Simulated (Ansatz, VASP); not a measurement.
**Two plane-wave programs on W**

```
W
1.0
    -1.59730    1.59730    1.46952
     1.59730   -1.59730    1.46952
     1.59730    1.59730   -1.46952
W
1
Direct
  0.00000 0.00000 0.00000
```

Change from the starting cell: strain +0.000 along x and y, -0.080 along z, atoms carried along.

Alike in both runs: task single point; functional PBE; k mesh 20 × 20 × 20; occupations gaussian, width 0.15 eV; no spin polarisation.

|  | VASP | Ansatz |
| --- | --- | --- |
| version | VASP 6.6.1 | Ansatz 0.2.0 |
| potentials or method | VASP PAW PBE potentials, release 64 (W_sv), cutoff 520 eV | scalar-relativistic, plane waves, PAW |
| valence electrons in the cell | 14 | 14 |

|  | VASP | Ansatz | Ansatz less VASP |
| --- | --- | --- | --- |
| gap on the k mesh at the Fermi level (eV) | none | none | - |
| pressure (GPa) | 27.9 | 27.0 | -0.84 |
| traceless stress, the component that is largest in VASP (GPa) | 21.45 | 21.44 | -0.009 |

A gap of «none» marks a metal or a gap that the smearing closes.

Spin-orbit coupling is off throughout.
